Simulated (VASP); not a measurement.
Wanted: the native input for a VASP 6.6.1 run.

```yaml
Task: single point
Functional: PBE
Potentials_or_basis: VASP PAW PBE potentials, release 64 (In_d, As_d)
Cutoff: 510 eV
k_mesh: 8 × 8 × 8
Occupations: fermi-dirac, width 0.02 eV
Spin: no spin polarisation
Dipole_correction: no
Further_INCAR_settings: ALGO = Normal; EDIFF = 1e-06; NBANDS = 21
```

The structure of InAs lies in POSCAR:

```
InAs
1.0
    0.0000000000      2.9629527589      2.9629527589
    2.9629527589      0.0000000000      2.9629527589
    2.9629527589      2.9629527589      0.0000000000
In As
1 1
Direct
    0.0000000000      0.0000000000      0.0000000000
    0.2500000000      0.2500000000      0.2500000000
```

This cell differs from its parent crystal: strain -3.0%.

One way to write it, as run:

INCAR

```
PREC = Accurate
ENCUT = 510
EDIFF = 1E-6
ISMEAR = -1
SIGMA = 0.02
LREAL = F
LASPH = T
NELM = 120
ALGO = Normal
ISIF = 2
LWAVE = F
LCHARG = F
GGA = PE
NBANDS = 21
GGA_COMPAT = F
```

KPOINTS

```
regular mesh
0
Gamma
  8 8 8
```

Potentials or basis: VASP PAW PBE potentials, release 64 (In_d, As_d).

Command:

```console
$ cat potpaw_PBE.64/In_d/POTCAR potpaw_PBE.64/As_d/POTCAR > POTCAR
$ mpirun -np 1 vasp_std > vasp.out
```

It gave:

The pressure is 8.5 GPa. The band gap on the k mesh is 0.11 eV.

Caveat: the cell differs from its parent crystal (strain -3.0%); the cell stands under pressure; semilocal functionals underestimate gaps, and a narrow one can read as zero; spin-orbit coupling is left out, which moves the levels of the heavy elements.

It took 17 s on 1 thread of AMD EPYC 9R45 96-Core Processor (Zen 5) (shared host), peak memory 0.16 GiB.
